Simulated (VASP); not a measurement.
## TiO2: single point with PBE

The system is TiO2.

```
CELL_PARAMETERS angstrom
4.63994 0.00000 0.00000
0.00000 4.63994 0.00000
0.00000 0.00000 2.95900
ATOMIC_POSITIONS crystal
Ti 0.00000 0.00000 0.00000
Ti 0.50000 0.50000 0.50000
O 0.30600 0.30600 0.00000
O 0.19400 0.80600 0.50000
O 0.69400 0.69400 0.00000
O 0.80600 0.19400 0.50000
```

This cell differs from its parent crystal: equal xx and yy strain of +1 %.

```
Program                : VASP 6.6.1
Task                   : single point
Functional             : PBE
Potentials or basis    : VASP PAW PBE potentials, release 64 (Ti_sv, O)
Cutoff                 : 520 eV
k mesh                 : 7 × 7 × 10
Occupations            : fermi-dirac, width 0.05 eV
Spin                   : no spin polarisation
Dipole correction      : no
Further INCAR settings : ALGO = Normal; EDIFF = 1e-06; NBANDS = 33
```

```yaml
Pressure: 1.7 GPa
Largest_force: 0.158 eV/Å
Band_gap_on_the_k_mesh: 1.88 eV
```

Forces in eV/Å, atoms in the order of the input:
```
Ti   0.000  0.000  0.000
Ti   0.000  0.000  0.000
O   -0.112 -0.112  0.000
O    0.112 -0.112  0.000
O    0.112  0.112  0.000
O   -0.112  0.112  0.000
```

Stress tensor (GPa, compression positive):
```
1.47 0.00 0.00
0.00 1.47 0.00
0.00 0.00 2.27
```

Levels at points of the mesh, in eV from the valence-band top:
| k point | band 20 | band 21 | band 22 | band 23 | band 24 | band 25 | band 26 | band 27 | band 28 | band 29 |
| --- | --- | --- | --- | --- | --- | --- | --- | --- | --- | --- |
| (0.00, 0.00, 0.00) | -1.86 | -0.65 | -0.41 | -0.41 | 0.00 | 1.88 | 2.19 | 2.45 | 2.51 | 2.51 |
| (0.00, 0.00, 0.50) | -2.71 | -2.21 | -2.21 | -1.39 | -1.39 | 2.90 | 2.90 | 3.18 | 3.18 | 3.63 |

Run time: 3.7 min on 1 thread of Intel Xeon 8259CL, with other jobs on the host, peak memory 0.24 GiB.

Caveat: the cell differs from its parent crystal (equal xx and yy strain of +1 %); an odd mesh through Γ misses points on the zone boundary, where band edges can lie.
